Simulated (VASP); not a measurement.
Li2MoN2, 5 atoms in the cell. The structure is tetragonal, space group I4/mmm (No. 139). The conventional cell has a = 2.787 Å, b = 2.787 Å, c = 10.220 Å, α = 90.00°, β = 90.00°, γ = 90.00°. Within 2.6 Å of Li (site symmetry -4m2) lie 4 N at 1.96 Å and 4 Li at 1.97 Å. Within 3.0 Å of Mo (site symmetry 4/mmm) lie 8 N at 2.30 Å and 4 Mo at 2.79 Å and 8 Li at 2.91 Å. Within 2.6 Å of N (site symmetry 4mm) lie 4 Li at 1.96 Å and 4 Mo at 2.30 Å and 1 N at 2.36 Å. 

```yaml
Program: VASP 6.6.1
Task: single point
Functional: PBE
Potentials_or_basis: VASP PAW PBE potentials, release 64 (Li_sv, Mo_sv, N)
Cutoff: 520 eV
k_mesh: 8 × 8 × 8
Occupations: gaussian, width 0.1 eV
Spin: no spin polarisation
Dipole_correction: no
Further_INCAR_settings: ALGO = Normal; EDIFF = 1e-06; NBANDS = 23
```

Potentials or basis: VASP PAW PBE potentials, release 64 (Li_sv, Mo_sv, N).

Launch:

```console
$ cat potpaw_PBE.64/Li_sv/POTCAR potpaw_PBE.64/Mo_sv/POTCAR potpaw_PBE.64/N/POTCAR > POTCAR
$ mpirun -np 1 vasp_std > vasp.out
```

Hardware: 1 thread of AMD EPYC 9R45 96-Core Processor (Zen 5), on a shared host.

How long does it take, and how much memory?

It took 76 s on 1 thread of AMD EPYC 9R45 96-Core Processor (Zen 5) (shared host), peak memory 0.25 GiB. Counts: scf iterations 13, k points 59.
